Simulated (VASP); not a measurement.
Set up this calculation in VASP 6.6.1, as the native input.

- Task: single point
- Functional: PBEsol
- Potentials or basis: VASP PAW PBE potentials, release 64 (Bi_d, Te)
- Cutoff: 520 eV
- k mesh: 12 × 12 × 12
- Occupations: gaussian, width 0.15 eV
- Spin: no spin polarisation
- Dipole correction: no
- Further INCAR settings: ALGO = Normal; EDIFF = 1e-06; NBANDS = 18

The structure of BiTe lies in POSCAR:

```
BiTe
1.0
    2.4590483894      1.4197322496      3.4168107131
   -2.4590483894      1.4197322496      3.4168107131
    0.0000000000     -2.8394644991      3.4168107131
Bi Te
1 1
Direct
    0.5000000000      0.5000000000      0.5000000000
    0.0000000000      0.0000000000      0.0000000000
```

This cell differs from its parent crystal: strain +0.015 along x and y, +0.030 along z.

These files were run (other wordings do the same):

INCAR

```
PREC = Accurate
ENCUT = 520
EDIFF = 1E-6
ISMEAR = 0
SIGMA = 0.15
LREAL = F
LASPH = T
NELM = 80
ALGO = Normal
ISIF = 2
LWAVE = F
LCHARG = F
GGA = PS
NBANDS = 18
```

KPOINTS

```
Automatic mesh
0
Gamma
  12 12 12
```

Potentials or basis: VASP PAW PBE potentials, release 64 (Bi_d, Te).

The run is started by

```sh
$ cat potpaw_PBE.64/Bi_d/POTCAR potpaw_PBE.64/Te/POTCAR > POTCAR
$ mpirun -np 1 vasp_std > vasp.out
```

Results of the run:

```yaml
Pressure: -4.6 GPa
Band_gap_on_the_k_mesh: zero (an odd number of electrons rules out a gap without spin polarisation)
```

Caveat: the cell differs from its parent crystal (strain +0.015 along x and y, +0.030 along z); the cell stands under tension; the PAW data sets were made with another functional, which shifts forces and pressure a little; spin-orbit coupling is left out, which moves the levels of the heavy elements.

Run time: 2.1 min on 1 thread of AMD EPYC 9R45 96-Core Processor (Zen 5), with other jobs on the host, peak memory 0.36 GiB.
